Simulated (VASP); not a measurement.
A run of VASP 6.6.1 is set up as follows.

The input INCAR:

```
ALGO     = Normal         # electronic algorithm
EDIFF    = 1E-6           # SCF threshold, eV
EDIFFG   = -0.04          # ionic threshold
ENCUT    = 600            # plane-wave cutoff, eV
GGA      = PE             # functional
IBRION   = 2              # ionic algorithm
ISIF     = 3              # what is computed and relaxed
ISMEAR   = 0              # smearing method
LASPH    = True           # aspherical terms in the spheres
LCHARG   = False          # write CHGCAR
LREAL    = False          # projectors in reciprocal space
LWAVE    = False          # write WAVECAR
NELM     = 60             # most SCF steps
NSW      = 90             # ionic steps
PREC     = Accurate       # precision mode
SIGMA    = 0.1            # smearing width, eV
```

The input KPOINTS:

```
k-points
0
Gamma
  4 4 4
```

File POSCAR:

```
Y2SiSe
1.0
    4.9395331300      0.0000000000      0.0000000000
    0.0000000000      4.9395331300      0.0000000000
    0.0000000000      0.0000000000      4.3999230500
Y Si Se
2 1 1
Direct
    0.5000000000      0.0000000000      0.8809728800
    0.0000000000      0.5000000000      0.8809728800
    0.5000000000      0.5000000000      0.7612335400
    0.0000000000      0.0000000000      0.0003920900
```

Potentials or basis: VASP PAW PBE potentials, release 64 (Y_sv, Si, Se).

The run is started by

```bash
$ cat potpaw_PBE.64/Y_sv/POTCAR potpaw_PBE.64/Si/POTCAR potpaw_PBE.64/Se/POTCAR > POTCAR
$ mpirun -np 1 vasp_std > vasp.out
```

Question: Predict the relaxed volume.

Answer: 23.06 Å³/atom.

Question: Estimate the relaxed cell.

Answer: a = 5.169 Å, b = 5.169 Å, c = 3.452 Å, α = 90.00°, β = 90.00°, γ = 90.00°.

Forces in eV/Å, atoms in the order of the input:
```
Y    0.000  0.000 -0.006
Y    0.000  0.000 -0.006
Si   0.000  0.000  0.023
Se   0.000  0.000 -0.011
```
